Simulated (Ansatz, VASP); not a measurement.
# GaSb3: VASP beside Ansatz

```xyz
4
Lattice="0.0000 3.6479 3.6479 3.6479 0.0000 3.6479 3.6479 3.6479 0.0000" Properties=species:S:1:pos:R:3 pbc="T T T"
Ga   -0.1000    0.0000    0.0000
Sb    1.8239    1.8239    1.8239
Sb    5.4718    5.4718    5.4718
Sb    3.6479    3.6479    3.6479
```

Alike in both runs: task single point; functional PBE; dispersion D3(BJ); k mesh 12 × 12 × 12; occupations gaussian, width 0.15 eV; no spin polarisation.

|  | VASP | Ansatz |
| --- | --- | --- |
| version | VASP 6.6.1 | Ansatz 0.2.0 |
| potentials or method | VASP PAW PBE potentials, release 64 (Ga_d, Sb), cutoff 520 eV | scalar-relativistic, plane waves, PAW |
| valence electrons in the cell | 28 | 58 |

Ansatz gave:

- gap on the k mesh at the Fermi level (eV): none
- pressure (GPa): 0.4
- rms of the force components (eV/Å): 0.062

Question: What did VASP give for the same quantities?

Answer: gap on the k mesh at the Fermi level (eV): none; pressure (GPa): 0.4; rms of the force components (eV/Å): 0.063.

Atom by atom the forces differ by 0.000 eV/Å (rms over components). A gap of «none» marks a metal or a gap that the smearing closes. VASP's potentials hold 28 valence electrons a cell and Ansatz's 58, so a difference there can come from the potentials and not from the codes.

Spin-orbit coupling is off throughout.
